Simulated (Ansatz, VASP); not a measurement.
**GdO in VASP and in Ansatz**

```xyz
2
Lattice="0.0000 2.6986 2.6986 2.6986 0.0000 2.6986 2.6986 2.6986 0.0000" Properties=species:S:1:pos:R:3 pbc="T T T"
Gd    0.0000    0.0000    0.0000
O     1.3493    1.3493    1.3493
```

Alike in both runs: task single point; functional BLYP; dispersion D3(BJ); k mesh 8 × 8 × 8; occupations gaussian, width 0.05 eV; collinear spin; Hubbard terms Gd f U = 6.0 eV.

|  | VASP | Ansatz |
| --- | --- | --- |
| version | VASP 6.6.1 | Ansatz 0.2.0 |
| potentials or method | VASP PAW PBE potentials, release 64 (Gd, O), cutoff 520 eV | scalar-relativistic, plane waves, PAW |
| valence electrons in the cell | 24 | 24 |

Ansatz gave:

* gap on the k mesh at the Fermi level (eV): none
* pressure (GPa): -2.0
* net moment per atom (μB): 3.95
* size of the moment on the site where the two differ most (μB): 7.02

Question: Which values does VASP return?

Answer: gap on the k mesh at the Fermi level (eV): none; pressure (GPa): -1.8; net moment per atom (μB): 3.95; size of the moment on the site where the two differ most (μB): 7.08.

VASP's potentials were made for PBE, not for BLYP. Site moments also hang on the region over which each program counts them. The programs project onto different local orbitals, so the same U acts differently, and such runs can settle in different states. A gap of «none» marks a metal or a gap that the smearing closes. Ansatz's warnings: filled band counts differ across k points.

Spin-orbit coupling is off throughout.
